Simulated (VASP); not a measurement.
# Ge15W (F-43m) in VASP: notebook, part 2 of 2

VASP 6.6.1.

## (3) Single point, PBEsol+U, collinear spin

File INCAR:

```
ALGO     = Normal         # electronic algorithm
EDIFF    = 1E-6           # SCF threshold, eV
ENCUT    = 520            # plane-wave cutoff, eV
GGA      = PS             # functional
ISIF     = 2              # what is computed and relaxed
ISMEAR   = 0              # smearing method
ISPIN    = 2              # spin polarisation
LASPH    = True           # aspherical terms in the spheres
LCHARG   = False          # write CHGCAR
LDAU     = True           # DFT+U
LDAUJ    = 0 0          
LDAUL    = 2 -1           # shell
LDAUPRINT= 1            
LDAUTYPE = 2            
LDAUU    = 4 0            # U, eV
LMAXMIX  = 4              # l up to which the mixer works
LORBIT   = 11             # projections on sites
LREAL    = Auto         
LWAVE    = False          # write WAVECAR
MAGMOM   = 2 0 0 0 0 0 0 0 0 0 0 0 0 0 0 0 # initial moments
NBANDS   = 130            # bands
NELM     = 150            # most SCF steps
PREC     = Accurate       # precision mode
SIGMA    = 0.05           # smearing width, eV
```

File KPOINTS:

```
k-points
0
Gamma
  3 3 3
```

File POSCAR:

```
Ge15W
1.0
    0.0000000000      5.6575400000      5.6575400000
    5.6575400000      0.0000000000      5.6575400000
    5.6575400000      5.6575400000      0.0000000000
W Ge
1 15
Direct
    1.0000000000      0.0000000000      0.0000000000
    0.9994882437      0.9994882437      0.5005117563
    0.9994882437      0.5005117563      0.9994882437
    0.9994882437      0.5005117563      0.5005117563
    0.5005117563      0.9994882437      0.9994882437
    0.5005117563      0.9994882437      0.5005117563
    0.5005117563      0.5005117563      0.9994882437
    0.5000000000      0.5000000000      0.5000000000
    0.1262845516      0.1262845516      0.1262845516
    0.1262845516      0.1262845516      0.6211463453
    0.1262845516      0.6211463453      0.1262845516
    0.1253257359      0.6248914214      0.6248914214
    0.6211463453      0.1262845516      0.1262845516
    0.6248914214      0.1253257359      0.6248914214
    0.6248914214      0.6248914214      0.1253257359
    0.6248914214      0.6248914214      0.6248914214
```

Potentials or basis: VASP PAW PBE potentials, release 64 (W_sv, Ge_d).

Launch:

```sh
$ cat potpaw_PBE.64/W_sv/POTCAR potpaw_PBE.64/Ge_d/POTCAR > POTCAR
$ mpirun -np 1 vasp_std > vasp.out
```

OUTCAR:

```text
EDIFF = 1E-6
   ENCUT = 520
   GGA = PS
   ISIF = 2
   ISMEAR = 0
   ISPIN = 2
   LASPH = True
   LORBIT = 11
   LREAL = Auto
   NELM = 150
   PREC = Accurate

 ion  position               nearest neighbor table
   1  0.000  0.000  0.000-  10 2.47  11 2.47  13 2.47   9 2.47
   2  0.999  0.999  0.501-   9 2.44  10 2.44  12 2.45  14 2.45
   3  0.999  0.501  0.999-   9 2.44  11 2.44  12 2.45  15 2.45
   4  0.999  0.501  0.501-  10 2.44  11 2.44  16 2.45  12 2.45
   5  0.501  0.999  0.999-   9 2.44  13 2.44  14 2.45  15 2.45
   6  0.501  0.999  0.501-  10 2.44  13 2.44  16 2.45  14 2.45
[... 8 lines left out ...]
  15  0.625  0.625  0.125-   3 2.45   5 2.45   7 2.45   8 2.45
  16  0.625  0.625  0.625-   4 2.45   6 2.45   7 2.45   8 2.45

[... 1295 lines left out ...]
     11.30929      8.48631      8.48631         0.019728      0.000000      0.000000
      8.48631      5.66333      8.48631         0.000000     -0.019728      0.000000
[... 8 lines left out ...]
      4.24438      4.24438      7.07070         0.000036      0.000036     -0.000036
      7.07070      7.07070      7.07070        -0.000036     -0.000036     -0.000036
 -----------------------------------------------------------------------------------
    total drift:                                0.000001      0.000001      0.000001

  FREE ENERGIE OF THE ION-ELECTRON SYSTEM (eV)
  ---------------------------------------------------
  free  energy   TOTEN  =       -79.7363980251 eV

  energy  without entropy=      -79.7363980182  energy(sigma->0) =      -79.73639802

 total charge

# of ion       s       p       d       tot
------------------------------------------
    1        2.422   6.147   3.416  11.985
    2        1.126   1.256  10.025  12.407
    3        1.126   1.256  10.025  12.407
    4        1.126   1.256  10.025  12.407
    5        1.126   1.256  10.025  12.407
    6        1.126   1.256  10.025  12.407
[... 8 lines left out ...]
   15        1.121   1.267  10.024  12.413
   16        1.121   1.267  10.024  12.413
--------------------------------------------------
tot         19.312  25.329 153.810 198.451

 magnetization (x)

# of ion       s       p       d       tot
------------------------------------------
    1        0.030  -0.005   1.659   1.684
    2        0.005   0.011  -0.001   0.014
    3        0.005   0.011  -0.001   0.014
    4        0.005   0.011  -0.001   0.014
    5        0.005   0.011  -0.001   0.014
    6        0.005   0.011  -0.001   0.014
[... 8 lines left out ...]
   15       -0.001   0.003  -0.000   0.002
   16       -0.001   0.003  -0.000   0.002
--------------------------------------------------
tot          0.010  -0.092   1.713   1.631
```

OSZICAR:

```text
N       E                     dE             d eps       ncg     rms          rms(c)
DAV:   1     0.360531336674E+04    0.36053E+04   -0.91713E+04  2400   0.468E+03
DAV:   2     0.722708531010E+03   -0.28826E+04   -0.27915E+04  2088   0.124E+03
DAV:   3     0.287049312994E+02   -0.69400E+03   -0.66411E+03  2096   0.313E+02
DAV:   4    -0.747752108526E+02   -0.10348E+03   -0.97577E+02  2348   0.118E+02
DAV:   5    -0.812747050766E+02   -0.64995E+01   -0.63424E+01  2344   0.308E+01    0.177E+01
DAV:   6    -0.804484041632E+02    0.82630E+00   -0.12487E+01  3120   0.187E+01    0.784E+00
DAV:   7    -0.798660079519E+02    0.58240E+00   -0.43856E+00  2560   0.803E+00    0.500E+00
DAV:   8    -0.796848563725E+02    0.18115E+00   -0.11325E+00  2416   0.785E+00    0.205E+00
DAV:   9    -0.797326104429E+02   -0.47754E-01   -0.18627E-01  2368   0.295E+00    0.679E-01
DAV:  10    -0.797348483331E+02   -0.22379E-02   -0.38164E-02  2480   0.134E+00    0.350E-01
DAV:  11    -0.797356292061E+02   -0.78087E-03   -0.43453E-03  2568   0.110E+00    0.176E-01
DAV:  12    -0.797361368081E+02   -0.50760E-03   -0.15639E-03  2360   0.636E-01    0.623E-02
DAV:  13    -0.797363609309E+02   -0.22412E-03   -0.17001E-03  2424   0.441E-01    0.313E-02
DAV:  14    -0.797363841136E+02   -0.23183E-04   -0.28134E-04  2584   0.267E-01    0.176E-02
DAV:  15    -0.797363931362E+02   -0.90227E-05   -0.75938E-05  3080   0.106E-01    0.672E-03
DAV:  16    -0.797363980751E+02   -0.49388E-05   -0.38604E-05  2264   0.505E-02    0.381E-03
DAV:  17    -0.797363980251E+02    0.49920E-07   -0.19360E-06  1624   0.421E-02
   1 F= -.79736398E+02 E0= -.79736398E+02  d E =-.689028E-08  mag=     2.0000
```

Wall time 16 min (1 thread of Oxide Virtual Turin-like, shared host); peak memory 0.76 GiB.

Results:

```
Free energy                                           : -79.7364 eV
Pressure                                              : 1.7 GPa
Largest force                                         : 0.192 eV/Å
Band gap on the k mesh                                : 0.37 eV (least direct gap 0.40 eV)
Net moment                                            : 2.00 μB per cell
Site moments                                          : W +1.68; Ge +0.01, -0.00, -0.04, +0.00 (each value once) μB
Valence electrons inside the program's atomic spheres : W 11.98; Ge 12.41, 12.49 (each value once)
```

Forces in eV/Å, atoms in the order of the input:
```
W    0.000  0.000  0.000
Ge   0.000  0.000  0.020
Ge   0.000  0.020  0.000
Ge  -0.020  0.000  0.000
Ge   0.020  0.000  0.000
Ge   0.000 -0.020  0.000
Ge   0.000  0.000 -0.020
Ge   0.000  0.000  0.000
Ge   0.111  0.111  0.111
Ge  -0.111 -0.111  0.111
Ge  -0.111  0.111 -0.111
Ge   0.000  0.000  0.000
Ge   0.111 -0.111 -0.111
Ge   0.000  0.000  0.000
Ge   0.000  0.000  0.000
Ge   0.000  0.000  0.000
```

Eigenvalues of the final occupation matrices:
```
    site  spin  trace               eigenvalues
site 1 d     1   2.57  0.41 0.41 0.41 0.67 0.67
site 1 d     2   0.89  0.05 0.05 0.27 0.27 0.27
```

Caveat: the PAW data sets were made with another functional, which shifts forces and pressure a little; spin-orbit coupling is left out, which moves the levels of the heavy elements; an odd mesh through Γ misses points on the zone boundary, where band edges can lie; the U is typed as a test and isn't derived for this compound.
